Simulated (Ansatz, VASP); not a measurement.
**Hf in VASP and in Ansatz**

```
Hf
1.0
     0.00000    2.22000    2.28660
     2.22000    0.00000    2.28660
     2.22000    2.22000    0.00000
Hf
1
Direct
  0.00000 0.00000 0.00000
```

Change from the starting cell: zz strain of +3 %.

Alike in both runs: task single point; functional PBE; k mesh 13 × 13 × 13; occupations fermi-dirac, width 0.03 eV; no spin polarisation.

|  | VASP | Ansatz |
| --- | --- | --- |
| version | VASP 6.6.1 | Ansatz 0.2.0 |
| potentials or method | VASP PAW PBE potentials, release 64 (Hf_pv), cutoff 520 eV | all-electron LAPW, scalar-relativistic |

|  | VASP | Ansatz | Ansatz less VASP |
| --- | --- | --- | --- |
| pressure (GPa) | -0.5 | 0.0 | +0.44 |
| traceless stress, the component that is largest in VASP (GPa) | -1.25 | -1.27 | -0.013 |

Ansatz ran all-electron here, and VASP with PAW potentials.

Neither program's run includes spin-orbit coupling.
